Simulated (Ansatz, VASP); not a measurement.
**BeCd2S3 in VASP and in Ansatz**

```xyz
12
Lattice="3.3812 -5.9724 0.0564 3.3812 5.9724 0.0564 -2.1398 0.0000 6.3187" Properties=species:S:1:pos:R:3 pbc="T T T"
Be    2.2989    5.0642    3.1762
Be    3.3688   -5.0642    0.0168
Cd    2.2841    1.0155    3.1993
Cd    2.3327   -3.1126    3.2188
Cd    3.3540   -1.0155    0.0400
Cd    3.4026    3.1126    0.0595
S     3.6624   -1.0304    2.5796
S    -0.0468    0.7284    2.1466
S     3.2937    3.2860    2.5904
S     2.5925    1.0304    5.7389
S    -1.1167   -0.7284    5.3060
S     2.2238   -3.2860    5.7497
```

Alike in both runs: functional PBE; k mesh 2 × 2 × 2; occupations gaussian, width 0.15 eV; no spin polarisation.

Ansatz relaxed the structure, and its values are those at the end. VASP's run is a single point on that final structure, the one shown.

```csv
,VASP,Ansatz
version,VASP 6.6.1,Ansatz 0.2.0
potentials or method,"VASP PAW PBE potentials, release 64 (Be, Cd, S), cutoff 520 eV","scalar-relativistic, plane waves, PAW"
valence electrons in the cell,88,120
```

|  | VASP | Ansatz | Ansatz less VASP |
| --- | --- | --- | --- |
| gap on the k mesh at the Fermi level (eV) | 1.83 | 1.82 | -0.011 |
| least direct gap on the mesh (eV) | 1.83 | 1.82 | -0.011 |
| pressure (GPa) | 0.2 | 0.0 | -0.25 |
| rms of the force components (eV/Å) | 0.018 | 0.014 | -0.0046 |

VASP's potentials hold 88 valence electrons a cell and Ansatz's 120, so a difference there can come from the potentials and not from the codes.

The k mesh is coarse, so the values compare programs but aren't converged.
